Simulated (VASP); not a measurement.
Write the native input for VASP 6.6.1 that does the following.

* Task: single point
* Functional: PBEsol
* Potentials or basis: VASP PAW PBE potentials, release 64 (Tl_d)
* Cutoff: 520 eV
* k mesh: 6 × 6 × 4
* Occupations: gaussian, width 0.1 eV
* Spin: no spin polarisation
* Dipole correction: no
* Further INCAR settings: ALGO = Normal; EDIFF = 1e-07; NBANDS = 20

The structure of Tl lies in POSCAR:

```
Tl
1.0
    3.4559983565      0.0000000000      0.0000000000
   -1.7279991783      2.9929823722      0.0000000000
    0.0000000000      0.0000000000      5.5250000000
Tl
2
Direct
    0.3333333333      0.6666666667      0.2500000000
    0.6666666667      0.3333333333      0.7500000000
```

These files were run (other wordings do the same):

INCAR

```
ALGO = Normal
EDIFF = 1E-7
ENCUT = 520
GGA = PS
ISIF = 2
ISMEAR = 0
LASPH = T
LCHARG = F
LREAL = F
LWAVE = F
NBANDS = 20
NELM = 100
PREC = Accurate
SIGMA = 0.1
```

KPOINTS

```
k-points
0
Gamma
  6 6 4
```

Potentials or basis: VASP PAW PBE potentials, release 64 (Tl_d).

The run is started by

```console
$ cat potpaw_PBE.64/Tl_d/POTCAR > POTCAR
$ mpirun -np 1 vasp_std > vasp.out
```

It gave:

```
Pressure               : -0.2 GPa
Band gap on the k mesh : zero (band 13 reaches 9.86 eV, above the bottom of band 14 at 4.08 eV)
```

Caveat: the PAW data sets were made with another functional, which shifts forces and pressure a little; spin-orbit coupling is left out, which moves the levels of the heavy elements.

Wall time 8.2 s on 1 thread of Intel(R) Xeon(R) 6975P-C (Granite Rapids) (shared host), peak memory 0.17 GiB.
